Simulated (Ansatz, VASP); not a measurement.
# Two plane-wave programs on SiC

The input POSCAR:

```
SiC
1.0
    0.0000000000      2.2015855622      2.2015855622
    2.2015855622      0.0000000000      2.2015855622
    2.2015855622      2.2015855622      0.0000000000
Si C
1 1
Direct
    0.0000000000      0.0000000000      0.0000000000
    0.2500000000      0.2500000000      0.2500000000
```

The input INCAR.step1:

```
SYSTEM = SiC
PREC = Accurate
ENCUT = 520
EDIFF = 1E-5
ISMEAR = 0
SIGMA = 0.01
LREAL = .False.
LASPH = .True.
NELM = 80
ALGO = Normal
ISIF = 2
LWAVE = .True.
LCHARG = .False.
GGA = PE
NBANDS = 11
```

File INCAR.step2:

```
SYSTEM = SiC
PREC = Accurate
ENCUT = 520
EDIFF = 1E-6
ISMEAR = 0
SIGMA = 0.01
LREAL = .False.
LASPH = .True.
NELM = 80
ALGO = Normal
ISIF = 2
LWAVE = .False.
LCHARG = .False.
GGA = PE
LHFCALC = .True.
AEXX = 0.25
PRECFOCK = Normal
ISTART = 1
NBANDS = 11
```

File KPOINTS:

```
Automatic mesh
0
Gamma
  6 6 6
  0 0 0
```

Input for Ansatz:

```yaml
crystal:
  lattice:
    - [0.0, 2.2015855622, 2.2015855622]
    - [2.2015855622, 0.0, 2.2015855622]
    - [2.2015855622, 2.2015855622, 0.0]
  atoms:
    - { symbol: Si, position: [0.0, 0.0, 0.0] }
    - { symbol: C, position: [0.25, 0.25, 0.25] }
scf:
  occupations: { method: fixed }
output:
  forces: true
  stress: true
  eigenvalues: true
  write_density: true
  write_potential: true
  elf: true
  volumetric_format: npy
hamiltonian:
  xc: pbe0
basis:
  ecutwfc: 560
kpoints:
  mp_grid: { grid: [6, 6, 6] }
```

Alike in both runs: task single point; functional PBE0; k mesh 6 × 6 × 6; no spin polarisation.

```csv
,VASP,Ansatz
version,VASP 6.6.1,Ansatz 0.2.0
potentials or method,"VASP PAW PBE potentials, release 64 (Si, C), cutoff 520 eV","scalar-relativistic, plane waves, PAW"
occupations,"gaussian, width 0.01 eV",fixed
valence electrons in the cell,8,8
```

Ansatz gave:

- gap on the k mesh at the Fermi level (eV): 2.97
- least direct gap on the mesh (eV): 6.41
- pressure (GPa): -8.2

**Question.** Estimate VASP's values.

**Answer.** gap on the k mesh at the Fermi level (eV): 3.00; least direct gap on the mesh (eV): 6.45; pressure (GPa): -8.6.

Ansatz's warnings: stress exchange threshold loose, stress scf threshold loose.
